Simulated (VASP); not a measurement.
The system is BN.

```xyz
4
Lattice="2.6457 0.0000 0.0000 -1.3229 2.2913 0.0000 0.0000 0.0000 4.3761" Properties=species:S:1:pos:R:3 pbc="T T T"
B     0.0000    1.5275   -0.0015
B     1.3229    0.7638    2.1866
N     0.0000    1.5275    1.6425
N     1.3229    0.7638    3.8306
```

This cell differs from its parent crystal: strain +4.0%.

Base run:

- Program: VASP 6.6.1
- Functional: PBE
- Potentials or basis: VASP PAW PBE potentials, release 64 (B, N)
- Cutoff: 520 eV
- k mesh: 12 × 12 × 6
- Occupations: fermi-dirac, width 0.02 eV
- Spin: no spin polarisation

Its results: band gap on the k mesh 5.41 eV, indirect (least direct gap 7.70 eV); pressure -32.2 GPa.

The run is repeated on the same cell with these changes: functional from PBE to r2SCAN; occupations from fermi-dirac, width 0.02 eV to gaussian, width 0.01 eV. What comes out?

Band gap on the k mesh 5.91 eV, indirect (least direct gap 8.35 eV); pressure -36.4 GPa.

Caveats: the PAW data sets were made with another functional, which shifts forces and pressure a little (some runs).

A k mesh can miss the band edges.
